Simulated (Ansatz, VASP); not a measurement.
**ScCu: VASP beside Ansatz**

INCAR

```
SYSTEM = ScCu
  PREC = Accurate
  ENCUT = 520
  EDIFF = 1E-8
  ISMEAR = -1
  SIGMA = 0.05
  LREAL = .False.
  LASPH = .True.
  NELM = 60
  ALGO = Normal
  ISIF = 2
  LWAVE = .False.
  LCHARG = .False.
  LEFG = .True.
  NBANDS = 18
```

Contents of KPOINTS:

```
Automatic mesh
0
Gamma
  11 11 11
  0 0 0
```

POSCAR

```
ScCu
1.0
    3.2668173552      0.0000000000      0.0000000000
    0.0000000000      3.2668173552      0.0000000000
    0.0000000000      0.0000000000      3.2668173552
Sc Cu
1 1
Direct
    0.5000000000      0.5000000000      0.5000000000
    0.0000000000      0.0000000000      0.0000000000
```

Input for Ansatz:

```yaml
crystal:
  lattice:
    - [3.2668173552, 0.0, 0.0]
    - [0.0, 3.2668173552, 0.0]
    - [0.0, 0.0, 3.2668173552]
  atoms:
    - { symbol: Sc, position: [0.5, 0.5, 0.5] }
    - { symbol: Cu, position: [0.0, 0.0, 0.0] }
kpoints:
  mp_grid: { grid: [11, 11, 11] }
scf:
  occupations: { method: fermi_dirac, width: 0.05 }
hamiltonian:
  xc: lda
  pseudopotentials: { kind: all_electron, datasets: crystal }
output:
  forces: true
  stress: true
  eigenvalues: true
  efg: { contact_densities: true }
```

Change from the starting cell: volume scaled by 1.01, crystal datasets.

Alike in both runs: task electric field gradients; functional LDA; k mesh 11 × 11 × 11; occupations fermi-dirac, width 0.05 eV; no spin polarisation.

|  | VASP | Ansatz |
| --- | --- | --- |
| version | VASP 6.6.1 | Ansatz 0.2.0 |
| potentials or method | VASP PAW LDA potentials, release 64 (Sc_sv, Cu), cutoff 520 eV | all-electron PAW with datasets made for the crystal, scalar-relativistic |

Ansatz gave:

```
pressure (GPa) : -8.3
```

**Question.** Estimate VASP's values.

**Answer.** Pressure (GPa): -7.9.

LDA's correlation is that of Perdew and Zunger in VASP and of Perdew and Wang (1992) in Ansatz. Ansatz ran all-electron here, and VASP with PAW potentials.
